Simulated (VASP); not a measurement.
# N (P2_13) in VASP: notebook

The runs below take N through single point, with PBEsol.

Everything below comes from runs of VASP 6.6.1. Logs are shortened: lines on timing, memory, paths and dates and some standing lists are left out, and cuts for length are marked.

**1. The cell of the first run**

Symmetry: P2_13, No. 198, cubic system. The conventional cell has a = 5.372 Å, b = 5.372 Å, c = 5.372 Å, α = 90.00°, β = 90.00°, γ = 90.00°. Within 4.8 Å of N (site symmetry 3) lie 12 N at 3.63 to 3.99 Å.

**2. Single point, PBEsol**

INCAR

```
SYSTEM = N
PREC     = Accurate       ! precision mode
ENCUT    = 600            ! plane-wave cutoff, eV
EDIFF    = 1E-6           ! SCF threshold, eV
ISMEAR   = -1             ! smearing method
SIGMA    = 0.05           ! smearing width, eV
LREAL    = .False.        ! projectors in reciprocal space
LASPH    = .True.         ! aspherical terms in the spheres
NELM     = 120            ! most SCF steps
ALGO     = Normal         ! electronic algorithm
ISIF     = 2              ! what is computed and relaxed
LWAVE    = .False.        ! write WAVECAR
LCHARG   = .True.         ! write CHGCAR
GGA      = PS             ! functional
LELF     = .True.         ! ELF
LVHAR    = .True.       
NBANDS   = 18             ! bands
GGA_COMPAT= .False.
```

KPOINTS

```
regular mesh
0
Gamma
  3 3 3
  0 0 0
```

POSCAR

```
N
1.0
    5.3715735979      0.0000000000      0.0000000000
    0.0000000000      5.3715735979      0.0000000000
    0.0000000000      0.0000000000      5.3715735979
N
4
Direct
    0.4767900000      0.9767900000      0.5232100000
    0.9767900000      0.5232100000      0.4767900000
    0.0232100000      0.0232100000      0.0232100000
    0.5232100000      0.4767900000      0.9767900000
```

Potentials or basis: VASP PAW PBE potentials, release 64 (N).

Command:

```console
$ cat potpaw_PBE.64/N/POTCAR > POTCAR
$ mpirun -np 1 vasp_std > vasp.out
```

OUTCAR:

```text
SYSTEM = N
   PREC = Accurate
   ENCUT = 600
   EDIFF = 1E-6
   ISMEAR = -1
   LREAL = .False.
   LASPH = .True.
   NELM = 120
   ISIF = 2
   GGA = PS

 ion  position               nearest neighbor table
   1  0.477  0.977  0.523-
   2  0.977  0.523  0.477-
   3  0.023  0.023  0.023-
   4  0.523  0.477  0.977-

  LATTYP: Found a simple cubic cell.
 ALAT       =     5.3715735979

  Lattice vectors:

 A1 = (   5.3715735979,   0.0000000000,   0.0000000000)
 A2 = (   0.0000000000,   5.3715735979,   0.0000000000)
 A3 = (   0.0000000000,   0.0000000000,   5.3715735979)

Analysis of symmetry for initial positions (statically):
=====================================================================
 Subroutine PRICEL returns:
 Original cell was already a primitive cell.

 Routine SETGRP: Setting up the symmetry group for a
 simple cubic supercell.

 Subroutine GETGRP returns: Found 12 space group operations
 (whereof  3 operations were pure point group operations)
 out of a pool of 48 trial point group operations.

The static configuration has the point symmetry C_3 .
 The point group associated with its full space group is T   .

Analysis of symmetry for dynamics (positions and initial velocities):
=====================================================================
 Subroutine PRICEL returns:
 Original cell was already a primitive cell.

 Routine SETGRP: Setting up the symmetry group for a
 simple cubic supercell.

 Subroutine GETGRP returns: Found 12 space group operations
 (whereof  3 operations were pure point group operations)
 out of a pool of 48 trial point group operations.

The dynamic configuration has the point symmetry C_3 .
 The point group associated with its full space group is T   .

 Subroutine INISYM returns: Found 12 space group operations
 (whereof  3 operations are pure point group operations),
 and found     1 'primitive' translations

----------------------------------------------------------------------------------------

                                     Primitive cell

  volume of cell :     154.9903

  direct lattice vectors                    reciprocal lattice vectors
     5.371573598  0.000000000  0.000000000     0.186165186  0.000000000  0.000000000
     0.000000000  5.371573598  0.000000000     0.000000000  0.186165186  0.000000000
     0.000000000  0.000000000  5.371573598     0.000000000  0.000000000  0.186165186

  length of vectors
     5.371573598  5.371573598  5.371573598     0.186165186  0.186165186  0.186165186

  position of ions in fractional coordinates (direct lattice)
     0.476790000  0.976790000  0.523210000
     0.976790000  0.523210000  0.476790000
     0.023210000  0.023210000  0.023210000
     0.523210000  0.476790000  0.976790000

  ion indices of the primitive-cell ions
   primitive index   ion index
                 1           1
                 2           2
                 3           3
                 4           4

----------------------------------------------------------------------------------------

 KPOINTS: regular mesh

Automatic generation of k-mesh.
 Grid dimensions read from file:
 generate k-points for:    3    3    3

 Generating k-lattice:

  Cartesian coordinates                     Fractional coordinates (reciprocal lattice)
     0.062055062  0.000000000  0.000000000     0.333333333  0.000000000  0.000000000
     0.000000000  0.062055062  0.000000000     0.000000000  0.333333333  0.000000000
     0.000000000  0.000000000  0.062055062     0.000000000  0.000000000  0.333333333

  Length of vectors
     0.062055062  0.062055062  0.062055062

  Shift w.r.t. Gamma in fractional coordinates (k-lattice)
     0.000000000  0.000000000  0.000000000

 Subroutine IBZKPT returns following result:
 ===========================================

 Found      4 irreducible k-points:

 Following reciprocal coordinates:
            Coordinates               Weight
  0.000000  0.000000  0.000000      1.000000
  0.333333  0.000000  0.000000      6.000000
  0.333333  0.333333  0.000000     12.000000
  0.333333  0.333333  0.333333      8.000000
   k-points           NKPTS =      4   k-points in BZ     NKDIM =      4   number of bands    NBANDS=     18
   number of dos      NEDOS =    301   number of ions     NIONS =      4
   total plane-waves  NPLWV = 110592
   dimension x,y,z NGX =    48 NGY =   48 NGZ =   48
   dimension x,y,z NGXF=    96 NGYF=   96 NGZF=   96
   ions per type =               4
   NGX,Y,Z   is equivalent  to a cutoff of  14.86, 14.86, 14.86 a.u.
   NGXF,Y,Z  is equivalent  to a cutoff of  29.71, 29.71, 29.71 a.u.
 SYSTEM =  N
   PREC   = accura    normal or accurate (medium, high low for compatibility)
   ISTART =      0    job   : 0-new  1-cont  2-samecut
   ICHARG =      2    charge: 1-file 2-atom 10-const
   ISPIN  =      1    spin polarized calculation?
   LNONCOLLINEAR =      F non collinear calculations
   LSORBIT =      F    spin-orbit coupling
   LASPH  =      T    aspherical Exc in radial PAW
   ENCUT  =  600.0 eV  44.10 Ry    6.64 a.u.  10.73 10.73 10.73*2*pi/ulx,y,z
   NELM   =    120;   NELMIN=  2; NELMDL= -5     # of ELM steps
   EDIFF  = 0.1E-05   stopping-criterion for ELM
   LREAL  =      F    real-space projection
   EDIFFG = 0.1E-04   stopping-criterion for IOM
   NSW    =      0    number of steps for IOM
   IBRION =     -1    ionic relax: 0-MD 1-quasi-New 2-CG
   NFREE  =      0    steps in history (QN), initial steepest desc. (CG)
   ISIF   =      2    stress and relaxation
   ISYM   =      2    0-nonsym 1-usesym 2-fastsym
   POTIM  = 0.5000    time-step for ionic-motion
   TEBEG  =    0.0;   TEEND  =   0.0 temperature during run
   PSTRESS=    0.0 pullay stress
   NELECT =      20.0000    total number of electrons
   NUPDOWN=      -1.0000    fix difference up-down
   EMIN   =  10.00;   EMAX   =-10.00  energy-range for DOS
   EFERMI =   0.00;   METHOD = LEGACY
   ISMEAR =    -1;   SIGMA  =   0.05  broadening in eV -4-tet -1-fermi 0-gaus
   EFERMI_NEDOS =   21; number of points for ismear=-14 and -15
   IALGO  =     38    algorithm
   IMIX   =      4    mixing-type and parameters
     AMIX     =   0.40;   BMIX     =  1.00
     AMIX_MAG =   1.60;   BMIX_MAG =  1.00
  volume/ion in A,a.u.               =      38.75       261.48
  Fermi-wavevector in a.u.,A,eV,Ry     =   0.827275  1.563323  9.311611  0.684384
  Thomas-Fermi vector in A             =   1.939451
   LORBIT       =      0    0 simple, 1 ext, 2 COOP (PROOUT), +10 PAW based schemes
   GGA     = PS    functional components
   LHFCALC =     F    Hartree Fock is set to
   AEXX    =    0.0000 exact exchange contribution
   IVDW    =     0    specifies the selected vdW correction
   LEPSILON=     F    determine dielectric tensor
   LRPA    =     F    only Hartree local field effects (RPA)
 non-spin polarized calculation
  energy-cutoff  :      600.00
  volume of cell :      154.99
 maximum number of plane-waves:      5185
 NGX is ok and might be reduce to    48
   NGX = 21   NGY = 21   NGZ = 21

 number of electron      20.0000000 magnetization

 Free energy of the ion-electron system (eV)
  ---------------------------------------------------
  ext. energy  EPLUGINS =         0.00000000
  ---------------------------------------------------
  free energy    TOTEN  =        -3.30134080 eV

  energy without entropy =       -3.09346519  energy(sigma->0) =       -3.19740299

 E-fermi :  -5.1662     XC(G=0):  -5.6053

 val. band max:       -5.1664410847   @ k =   0.3333   0.0000   0.0000
 cond. band min:      -5.1529854431   @ k =   0.3333   0.3333   0.0000
 fundamental gap:      0.0134556416
 Fermi energy:        -5.1661675836

 k-point     1 :       0.0000    0.0000    0.0000
  band No.  band energies     occupation
      1     -16.9221      2.00000
      2     -16.6216      2.00000
      3     -16.6216      2.00000
      4     -16.6216      2.00000
      5      -5.7754      1.99999
      6      -5.7754      1.99999
      7      -5.7754      1.99999
      8      -5.1711      1.04882
      9      -5.1711      1.04882
     10      -5.1711      1.04882
     11      -5.1412      0.75556
     12      -5.1412      0.75556
     13      -5.1075      0.47281
     14      -4.8290      0.00235
     15      -4.8290      0.00235
     16      -4.8290      0.00235
     17       1.4681      0.00000
     18       5.2154      0.00000

 k-point     2 :       0.3333    0.0000    0.0000
  band No.  band energies     occupation
      1     -16.8511      2.00000
      2     -16.7059      2.00000
      3     -16.6174      2.00000
      4     -16.6122      2.00000
      5      -5.6528      1.99988
      6      -5.6477      1.99987
      7      -5.5802      1.99949
      8      -5.3860      1.97565
      9      -5.3348      1.93369
     10      -5.1664      1.00274
     11      -5.1416      0.75907
     12      -5.1353      0.70096
     13      -5.0530      0.18833
     14      -5.0214      0.10481
     15      -4.9035      0.01040
     16      -4.8992      0.00954
     17       2.2389      0.00000
     18       3.9149      0.00000

 k-point     3 :       0.3333    0.3333    0.0000
  band No.  band energies     occupation
      1     -16.7968      2.00000
      2     -16.7042      2.00000
      3     -16.6532      2.00000
      4     -16.6298      2.00000
      5      -5.6580      1.99989
      6      -5.5978      1.99964
      7      -5.5666      1.99934
      8      -5.5144      1.99811
      9      -5.3914      1.97815
     10      -5.2901      1.84513
     11      -5.1530      0.86894
     12      -5.0483      0.17303
     13      -5.0078      0.08088
     14      -4.9775      0.04493
     15      -4.9746      0.04246
     16      -4.8502      0.00360
     17       2.8988      0.00000
     18       4.3695      0.00000

 k-point     4 :       0.3333    0.3333    0.3333
  band No.  band energies     occupation
      1     -16.7580      2.00000
      2     -16.6979      2.00000
      3     -16.6695      2.00000
      4     -16.6530      2.00000
      5      -5.8138      2.00000
      6      -5.7951      1.99999
      7      -5.7538      1.99998
      8      -5.6494      1.99987
      9      -5.1925      1.25779
     10      -5.1099      0.49018
     11      -5.0427      0.15597
     12      -4.9838      0.05080
     13      -4.9704      0.03907
     14      -4.9638      0.03434
     15      -4.8916      0.00820
     16      -4.8847      0.00716
     17       3.4588      0.00000
     18       4.7285      0.00000

------------------------ aborting loop because EDIFF is reached ----------------------------------------

  FORCE on cell =-STRESS in cart. coord.  units (eV):
  Direction    XX          YY          ZZ          XY          YZ          ZX
  --------------------------------------------------------------------------------------
  -------------------------------------------------------------------------------------
  Total       -5.4814884     -5.4814884     -5.4814884      0.0000000     -0.0000000     -0.0000000
  in kB      -56.6636425    -56.6636425    -56.6636425      0.0000000     -0.0000000     -0.0000000
  external PRESSURE =     -56.6636425 kB  Pullay stress =       0.0000000 kB

 VOLUME and BASIS-vectors are now :
 -----------------------------------------------------------------------------
  energy-cutoff  :      600.00
  volume of cell :      154.99
      direct lattice vectors                 reciprocal lattice vectors
     5.371573598  0.000000000  0.000000000     0.186165186  0.000000000  0.000000000
     0.000000000  5.371573598  0.000000000     0.000000000  0.186165186  0.000000000
     0.000000000  0.000000000  5.371573598     0.000000000  0.000000000  0.186165186

 POSITION                                       TOTAL-FORCE (eV/Angst)
 -----------------------------------------------------------------------------------
      2.56111      5.24690      2.81046        -0.230644     -0.230644      0.230644
      5.24690      2.81046      2.56111        -0.230644      0.230644     -0.230644
      0.12467      0.12467      0.12467         0.230644      0.230644      0.230644
      2.81046      2.56111      5.24690         0.230644     -0.230644     -0.230644
 -----------------------------------------------------------------------------------
    total drift:                                0.000000      0.000000      0.000000

  FREE ENERGIE OF THE ION-ELECTRON SYSTEM (eV)
  ---------------------------------------------------
  free  energy   TOTEN  =        -3.3013407983 eV

  energy  without entropy=       -3.0934651908  energy(sigma->0) =       -3.19740299
```

Run time: 8.9 s. Hardware: 1 thread of Intel Xeon 6975P-C (Granite Rapids), shared host; peak memory 0.3 GiB.

Results:

```
Free energy            : -3.3013 eV
Pressure               : -5.7 GPa
Largest force          : 0.399 eV/Å
Band gap on the k mesh : zero (band 10 reaches -5.11 eV, above the bottom of band 11 at -5.15 eV)
```

Forces on the atoms (eV/Å):
```
N   -0.231 -0.231  0.231
N   -0.231  0.231 -0.231
N    0.231  0.231  0.231
N    0.231 -0.231 -0.231
```

Caveat: the k points lie up to 0.39 Å⁻¹ apart; the PAW data sets were made with another functional, which shifts forces and pressure a little.

**3. Single point, PBEsol**

This run uses another cell than the first one, of 40.51 Å³/atom, 1.045 times its volume.

INCAR

```
ALGO     = Normal         # electronic algorithm
EDIFF    = 1E-6           # SCF threshold, eV
ENCUT    = 600            # plane-wave cutoff, eV
GGA      = PS             # functional
GGA_COMPAT= F            
ISIF     = 2              # what is computed and relaxed
ISMEAR   = -1             # smearing method
LASPH    = T              # aspherical terms in the spheres
LCHARG   = F              # write CHGCAR
LREAL    = F              # projectors in reciprocal space
LWAVE    = F              # write WAVECAR
NBANDS   = 18             # bands
NELM     = 120            # most SCF steps
PREC     = Accurate       # precision mode
SIGMA    = 0.05           # smearing width, eV
```

KPOINTS

```
k-points
0
Gamma
  3 3 3
```

POSCAR

```
N
1.0
    5.4517581598      0.0000000000      0.0000000000
    0.0000000000      5.4517581598      0.0000000000
    0.0000000000      0.0000000000      5.4517581598
N
4
Direct
    0.4767900000      0.9767900000      0.5232100000
    0.9767900000      0.5232100000      0.4767900000
    0.0232100000      0.0232100000      0.0232100000
    0.5232100000      0.4767900000      0.9767900000
```

Potentials or basis: VASP PAW PBE potentials, release 64 (N).

Command:

```console
$ cat potpaw_PBE.64/N/POTCAR > POTCAR
$ mpirun -np 1 vasp_std > vasp.out
```

OUTCAR:

```text
EDIFF = 1E-6
   ENCUT = 600
   GGA = PS
   ISIF = 2
   ISMEAR = -1
   LASPH = T
   LREAL = F
   NELM = 120
   PREC = Accurate

 ion  position               nearest neighbor table
   1  0.477  0.977  0.523-
   2  0.977  0.523  0.477-
   3  0.023  0.023  0.023-
   4  0.523  0.477  0.977-

  LATTYP: Found a simple cubic cell.
 ALAT       =     5.4517581598

  Lattice vectors:

 A1 = (   5.4517581598,   0.0000000000,   0.0000000000)
 A2 = (   0.0000000000,   5.4517581598,   0.0000000000)
 A3 = (   0.0000000000,   0.0000000000,   5.4517581598)

Analysis of symmetry for initial positions (statically):
=====================================================================
 Subroutine PRICEL returns:
 Original cell was already a primitive cell.

 Routine SETGRP: Setting up the symmetry group for a
 simple cubic supercell.

 Subroutine GETGRP returns: Found 12 space group operations
 (whereof  3 operations were pure point group operations)
 out of a pool of 48 trial point group operations.
[... 144 lines left out ...]
  free energy    TOTEN  =        -3.06917353 eV

  energy without entropy =       -2.84646646  energy(sigma->0) =       -2.95781999

 E-fermi :  -5.2544     XC(G=0):  -5.4529

 val. band max:       -5.2570436556   @ k =   0.0000   0.0000   0.0000
 cond. band min:      -5.2523188598   @ k =   0.3333   0.0000   0.0000
 fundamental gap:      0.0047247958
 Fermi energy:        -5.2544091499

 k-point     1 :       0.0000    0.0000    0.0000
  band No.  band energies     occupation
      1     -16.9726      2.00000
      2     -16.7082      2.00000
      3     -16.7082      2.00000
      4     -16.7082      2.00000
      5      -5.8134      1.99997
      6      -5.8134      1.99997
[... 61 lines left out ...]
      5      -5.8474      1.99999
      6      -5.8304      1.99998
[... 10 lines left out ...]
     17       3.2375      0.00000
     18       4.5007      0.00000

------------------------ aborting loop because EDIFF is reached ----------------------------------------

  FORCE on cell =-STRESS in cart. coord.  units (eV):
  Direction    XX          YY          ZZ          XY          YZ          ZX
  --------------------------------------------------------------------------------------
  -------------------------------------------------------------------------------------
  Total       -5.1303053     -5.1303053     -5.1303053      0.0000000     -0.0000000      0.0000000
  in kB      -50.7275683    -50.7275683    -50.7275683      0.0000000     -0.0000000      0.0000000
  external PRESSURE =     -50.7275683 kB  Pullay stress =       0.0000000 kB

 VOLUME and BASIS-vectors are now :
 -----------------------------------------------------------------------------
  energy-cutoff  :      600.00
  volume of cell :      162.04
      direct lattice vectors                 reciprocal lattice vectors
     5.451758160  0.000000000  0.000000000     0.183427065  0.000000000  0.000000000
     0.000000000  5.451758160  0.000000000     0.000000000  0.183427065  0.000000000
     0.000000000  0.000000000  5.451758160     0.000000000  0.000000000  0.183427065

 POSITION                                       TOTAL-FORCE (eV/Angst)
 -----------------------------------------------------------------------------------
      2.59934      5.32522      2.85241        -0.212284     -0.212284      0.212284
      5.32522      2.85241      2.59934        -0.212284      0.212284     -0.212284
      0.12654      0.12654      0.12654         0.212284      0.212284      0.212284
      2.85241      2.59934      5.32522         0.212284     -0.212284     -0.212284
 -----------------------------------------------------------------------------------
    total drift:                               -0.000000     -0.000000     -0.000000

  FREE ENERGIE OF THE ION-ELECTRON SYSTEM (eV)
  ---------------------------------------------------
  free  energy   TOTEN  =        -3.0691735295 eV

  energy  without entropy=       -2.8464664572  energy(sigma->0) =       -2.95781999
```

It took 7.6 s on 1 thread of Intel Xeon 6975P-C (Granite Rapids), shared host; peak memory 0.3 GiB.

What came out:

```
Free energy            : -3.0692 eV
Pressure               : -5.1 GPa
Largest force          : 0.368 eV/Å
Band gap on the k mesh : zero (band 10 reaches -5.20 eV, above the bottom of band 11 at -5.24 eV)
```

Forces on the atoms (eV/Å):
```
N   -0.212 -0.212  0.212
N   -0.212  0.212 -0.212
N    0.212  0.212  0.212
N    0.212 -0.212 -0.212
```

Caveat: the k points lie up to 0.38 Å⁻¹ apart; the PAW data sets were made with another functional, which shifts forces and pressure a little.

(Continued in part 2 of 2.)
